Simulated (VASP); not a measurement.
A run of VASP 6.6.1:

File INCAR:

```
SYSTEM = Sc
PREC     = Accurate       ! precision mode
ENCUT    = 520            ! plane-wave cutoff, eV
EDIFF    = 1E-7           ! SCF threshold, eV
ISMEAR   = -1             ! smearing method
SIGMA    = 0.1            ! smearing width, eV
LREAL    = .False.        ! projectors in reciprocal space
LASPH    = .True.         ! aspherical terms in the spheres
NELM     = 80             ! most SCF steps
ALGO     = Normal         ! electronic algorithm
ISIF     = 2              ! what is computed and relaxed
LWAVE    = .False.        ! write WAVECAR
LCHARG   = .False.        ! write CHGCAR
GGA      = CA             ! functional
NBANDS   = 12             ! bands
```

File KPOINTS:

```
regular mesh
0
Gamma
  15 15 15
  0 0 0
```

Contents of POSCAR:

```
Sc
1.0
    0.0000000000      1.6500825507      1.6500825507
    1.6500825507      0.0000000000      1.6500825507
    1.6500825507      1.6500825507      0.0000000000
Sc
1
Direct
    0.0000000000      0.0000000000      0.0000000000
```

Potentials or basis: VASP PAW LDA potentials, release 64 (Sc_sv).

Run with:

```bash
$ cat potpaw_LDA.64/Sc_sv/POTCAR > POTCAR
$ mpirun -np 1 vasp_std > vasp.out
```

Hardware: 1 thread of Intel(R) Xeon(R) 6975P-C (Granite Rapids), on a shared host.

How long does it take, and how much memory?

Run time: 4.7 s on 1 thread of Intel(R) Xeon(R) 6975P-C (Granite Rapids) (shared host), peak memory 0.12 GiB. Counts: scf iterations 11, k points 120.
